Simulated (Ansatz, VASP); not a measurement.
**One calculation of Ge2P, two programs**

File INCAR:

```
PREC = Accurate
ENCUT = 600
EDIFF = 1E-7
ISMEAR = 0
SIGMA = 0.1
LREAL = False
LASPH = True
NELM = 60
ALGO = Normal
ISIF = 3
LWAVE = False
LCHARG = False
GGA = PE
IBRION = 2
NSW = 100
EDIFFG = -0.01
```

File KPOINTS:

```
regular mesh
0
Gamma
  12 12 12
```

File POSCAR:

```
Ge2P
1.0
    0.0000000000      3.1298525518      3.1298525518
    3.1298525518      0.0000000000      3.1298525518
    3.1298525518      3.1298525518      0.0000000000
Ge P
2 1
Direct
    0.2500000000      0.2500000000      0.2500000000
    0.7500000000      0.7500000000      0.7500000000
    0.0000000000      0.0000000000      0.0000000000
```

Input for Ansatz:

```yaml
crystal:
  lattice:
    - [0.0, 3.1298525518, 3.1298525518]
    - [3.1298525518, 0.0, 3.1298525518]
    - [3.1298525518, 3.1298525518, 0.0]
  atoms:
    - { symbol: Ge, position: [0.25, 0.25, 0.25] }
    - { symbol: Ge, position: [0.75, 0.75, 0.75] }
    - { symbol: P, position: [0.0, 0.0, 0.0] }
basis:
  ecutwfc: 420
kpoints:
  mp_grid: { grid: [12, 12, 12] }
hamiltonian:
  xc: pbe
scf:
  occupations: { method: gaussian, width: 0.1 }
output:
  forces: true
  stress: true
  eigenvalues: true
relax:
  adjacent_minimum: "off"
  f_tol: 0.01
  max_steps: 80
  cell: { stress_tol: 0.05 }
```

Change from the starting cell: species swapped into the K2Te type (Fm-3m, No. 225).

Alike in both runs: task relaxation of cell and atoms; functional PBE; k mesh 12 × 12 × 12; occupations gaussian, width 0.1 eV; no spin polarisation.

```csv
,VASP,Ansatz
version,VASP 6.6.1,Ansatz 0.2.0
potentials or method,"VASP PAW PBE potentials, release 64 (Ge_d, P), cutoff 600 eV","scalar-relativistic, plane waves, PAW"
valence electrons in the cell,33,33
```

```csv
,VASP,Ansatz,Ansatz less VASP
"gap on the k mesh at the Fermi level, each at its own relaxed structure (eV)",none,none,-
relaxed volume (Å³/atom),20.44,20.46,+0.022
relaxed cell length with the largest relative difference (Å),4.426,4.428,+0.0016
```

A gap of «none» marks a metal or a gap that the smearing closes.

Noted on VASP's run: the relaxation stopped at its first step, so nothing moved.
